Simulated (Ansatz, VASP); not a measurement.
## GaN: VASP beside Ansatz

```
Ga N
1.0
     0.00000    2.25350    2.43378
     2.25350    0.00000    2.43378
     2.25350    2.25350    0.00000
Ga N
1 1
Direct
  0.00000 0.00000 0.00000
  0.75000 0.75000 0.75000
```

Change from the starting cell: strain +0.000 along x and y, +0.080 along z, atoms carried along.

Alike in both runs: task single point; functional r2SCAN; k mesh 10 × 10 × 10; occupations gaussian, width 0.05 eV; no spin polarisation.

|  | VASP | Ansatz |
| --- | --- | --- |
| version | VASP 6.6.1 | Ansatz 0.2.0 |
| potentials or method | VASP PAW PBE potentials, release 64 (Ga_d, N), cutoff 520 eV | scalar-relativistic, plane waves, PAW |
| valence electrons in the cell | 18 | 18 |

Ansatz gave:

* gap on the k mesh at the Fermi level (eV): 1.45
* least direct gap on the mesh (eV): 1.45
* pressure (GPa): -13.9
* traceless stress, the component that is largest in VASP (GPa): -8.12

Problem. What did VASP give for the same quantities?

Solution. gap on the k mesh at the Fermi level (eV): 1.44; least direct gap on the mesh (eV): 1.44; pressure (GPa): -13.2; traceless stress, the component that is largest in VASP (GPa): -8.00.

VASP's potentials were made for PBE, not for r2SCAN.
